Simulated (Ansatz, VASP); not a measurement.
**One calculation of Sn3C, two programs**

Contents of INCAR:

```
PREC = Accurate
ENCUT = 600
EDIFF = 1E-7
ISMEAR = 0
SIGMA = 0.1
LREAL = F
LASPH = T
NELM = 100
ALGO = Normal
ISIF = 3
LWAVE = F
LCHARG = F
GGA = PE
IBRION = 2
NSW = 100
EDIFFG = -0.01
```

Contents of KPOINTS:

```
Automatic mesh
0
Gamma
  10 10 10
```

File POSCAR:

```
Sn3C
1.0
    4.5049346627      0.0000000000      0.0000000000
    0.0000000000      4.5049346627      0.0000000000
    0.0000000000      0.0000000000      4.5049346627
Sn C
3 1
Direct
    0.0000000000      0.5000000000      0.5000000000
    0.5000000000      0.0000000000      0.5000000000
    0.5000000000      0.5000000000      0.0000000000
    0.0000000000      0.0000000000      0.0000000000
```

Input for Ansatz:

```yaml
crystal:
  lattice:
    - [4.5049346627, 0.0, 0.0]
    - [0.0, 4.5049346627, 0.0]
    - [0.0, 0.0, 4.5049346627]
  atoms:
    - { symbol: Sn, position: [0.0, 0.5, 0.5] }
    - { symbol: Sn, position: [0.5, 0.0, 0.5] }
    - { symbol: Sn, position: [0.5, 0.5, 0.0] }
    - { symbol: C, position: [0.0, 0.0, 0.0] }
basis:
  ecutwfc: 420
kpoints:
  mp_grid: { grid: [10, 10, 10] }
hamiltonian:
  xc: pbe
scf:
  occupations: { method: gaussian, width: 0.1 }
output:
  forces: true
  stress: true
  eigenvalues: true
relax:
  adjacent_minimum: "off"
  f_tol: 0.01
  max_steps: 80
  cell: { stress_tol: 0.05 }
```

Alike in both runs: task relaxation of cell and atoms; functional PBE; k mesh 10 × 10 × 10; occupations gaussian, width 0.1 eV; no spin polarisation.

```csv
,VASP,Ansatz
version,VASP 6.6.1,Ansatz 0.2.0
potentials or method,"VASP PAW PBE potentials, release 64 (Sn_d, C), cutoff 600 eV","scalar-relativistic, plane waves, PAW"
valence electrons in the cell,46,46
```

|  | VASP | Ansatz | Ansatz less VASP |
| --- | --- | --- | --- |
| gap on the k mesh at the Fermi level, each at its own relaxed structure (eV) | none | none | - |
| relaxed volume (Å³/atom) | 22.33 | 22.33 | +0.003 |
| relaxed cell length with the largest relative difference (Å) | 4.470 | 4.470 | +0.0002 |

A gap of «none» marks a metal or a gap that the smearing closes.
